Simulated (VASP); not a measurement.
Runs of VASP 6.6.1 on MoSe. The structure is that of space group Pm-3m (No. 221), or close to it. The cells are those of the table. 

```tsv
task	level	cell	k mesh	cutoff (eV)	grid for exact exchange (PRECFOCK)	share of exact exchange	screening parameter	gap on the mesh (eV)	pressure (GPa)
relaxation of cell and atoms	PBE0	relaxed from a = 3.500 Å, 2 atoms	4 × 4 × 4	600	Normal	-	-	none	0.1
single point	PBEsol-based screened hybrid	a = 3.080 Å, 2 atoms	4 × 4 × 4	520	Normal	0.25	0.207 1/Å	none	0.1
single point	PBE	a = 3.500 Å, 2 atoms	8 × 8 × 8	520	-	-	-	none	-26.0
single point	PBE0	a = 3.098 Å, 2 atoms	4 × 4 × 4	520	Normal	-	-	none	(a)
```

Alike in all rows: potentials or basis VASP PAW PBE potentials, release 64 (Mo_sv, Se); no spin polarisation; smearing fermi-dirac 0.05 eV.

Task: Fill in the values left out.

Result: (a) 0.6.

Caveats: some runs use coarse meshes; the PAW data sets were made with another functional, which shifts forces and pressure a little (some runs).

A k mesh can miss the band edges, and the runs leave out spin-orbit coupling on Mo, Se.

A gap of «none» marks levels without a gap at the run's occupations.
